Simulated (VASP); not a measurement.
Here is a VASP 6.6.1 calculation.

File INCAR:

```
SYSTEM = H
  PREC = Accurate
  ENCUT = 520
  EDIFF = 1E-7
  ISMEAR = 0
  SIGMA = 0.05
  LREAL = .False.
  LASPH = .True.
  NELM = 100
  ALGO = Normal
  ISIF = 2
  LWAVE = .False.
  LCHARG = .False.
  GGA = PE
  NBANDS = 10
```

File KPOINTS:

```
Automatic mesh
0
Gamma
  9 9 6
  0 0 0
```

POSCAR

```
H
1.0
    3.6481239015      0.0000000000      0.0000000000
   -1.8240619507      3.1593679748      0.0000000000
    0.0000000000      0.0000000000      5.1728280887
H
4
Direct
    0.3333333333      0.6666666667      0.1764958800
    0.6666666667      0.3333333333      0.6764958800
    0.6666666667      0.3333333333      0.8235041200
    0.3333333333      0.6666666667      0.3235041200
```

Potentials or basis: VASP PAW PBE potentials, release 64 (H).

The run is started by

```sh
$ cat potpaw_PBE.64/H/POTCAR > POTCAR
$ mpirun -np 1 vasp_std > vasp.out
```

Question: Predict the band gap on the k mesh.

Answer: 8.86 eV, indirect (least direct gap 8.87 eV).

Question: Predict the pressure.

Answer: -0.5 GPa.

Question: Predict the largest force.

Answer: 0.341 eV/Å.

Stress tensor (GPa, compression positive):
```
-0.06  0.00  0.00
 0.00 -0.06  0.00
 0.00  0.00 -1.50
```

Caveat: the cell differs from its parent crystal (strain -0.050 along x and y, +0.025 along z). A k mesh can miss the band edges.
